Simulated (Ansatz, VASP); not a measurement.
**Two plane-wave programs on NbC**

```
CELL_PARAMETERS angstrom
0.00000 2.24248 2.24248
2.24248 0.00000 2.24248
2.24248 2.24248 0.00000
ATOMIC_POSITIONS crystal
Nb 0.00000 0.00000 0.00000
C 0.50000 0.50000 0.50000
```

Alike in both runs: functional PBE; k mesh 16 × 16 × 16; occupations gaussian, width 0.1 eV; no spin polarisation.

Ansatz relaxed the structure, and its values are those at the end. VASP's run is a single point on that final structure, the one shown.

|  | VASP | Ansatz |
| --- | --- | --- |
| version | VASP 6.6.1 | Ansatz 0.2.0 |
| potentials or method | VASP PAW PBE potentials, release 64 (Nb_sv, C), cutoff 600 eV | scalar-relativistic, plane waves, PAW |
| valence electrons in the cell | 17 | 17 |

Ansatz gave:

| Item | Value |
| --- | --- |
| gap on the k mesh at the Fermi level (eV) | none |
| pressure (GPa) | 0.0 |

Problem. Which values does VASP return?

Solution. gap on the k mesh at the Fermi level (eV): none; pressure (GPa): -0.7.

A gap of «none» marks a metal or a gap that the smearing closes.
